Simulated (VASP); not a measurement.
A run of VASP 6.6.1:

POSCAR

```
Mg
1.0
    1.5926943142      0.9195424911      7.6998773267
   -1.5926943142      0.9195424911      7.6998773267
    0.0000000000     -1.8390849821      7.6998773267
Mg
3
Direct
    0.0000000000      0.0000000000      0.0000000000
    0.2219355900      0.2219355900      0.2219355900
    0.7780644100      0.7780644100      0.7780644100
```

INCAR.step1

```
SYSTEM = Mg
PREC = Accurate
ENCUT = 520
ISMEAR = 0
SIGMA = 0.1
LREAL = .FALSE.
LASPH = .TRUE.
NELM = 80
NBANDS = 10
GGA = PE
ALGO = Normal
EDIFF = 1E-4
LWAVE = .TRUE.
LCHARG = .FALSE.
```

File INCAR.step2:

```
SYSTEM = Mg
PREC = Accurate
ENCUT = 520
EDIFF = 1E-7
ISMEAR = 0
SIGMA = 0.1
LREAL = .FALSE.
LASPH = .TRUE.
NELM = 80
ALGO = Normal
ISIF = 2
LWAVE = .FALSE.
LCHARG = .TRUE.
METAGGA = R2SCAN
LMIXTAU = .TRUE.
LELF = .TRUE.
LVHAR = .TRUE.
NBANDS = 10
ISTART = 1
```

Contents of KPOINTS:

```
Automatic mesh
0
G
  6 6 6
  0 0 0
```

Potentials or basis: VASP PAW PBE potentials, release 64 (Mg).

Command:

```console
$ cat potpaw_PBE.64/Mg/POTCAR > POTCAR
$ cp INCAR.step1 INCAR
$ mpirun -np 1 vasp_std > vasp.out
$ cp INCAR.step2 INCAR
$ mpirun -np 1 vasp_std > vasp.out
```

Hardware: 1 thread of Intel(R) Xeon(R) 6975P-C (Granite Rapids), on a shared host.

Problem. How long does it take, and how much memory?

Solution. Run time: 2.8 min on 1 thread of Intel(R) Xeon(R) 6975P-C (Granite Rapids) (shared host), peak memory 0.51 GiB. Counts: k points 32.
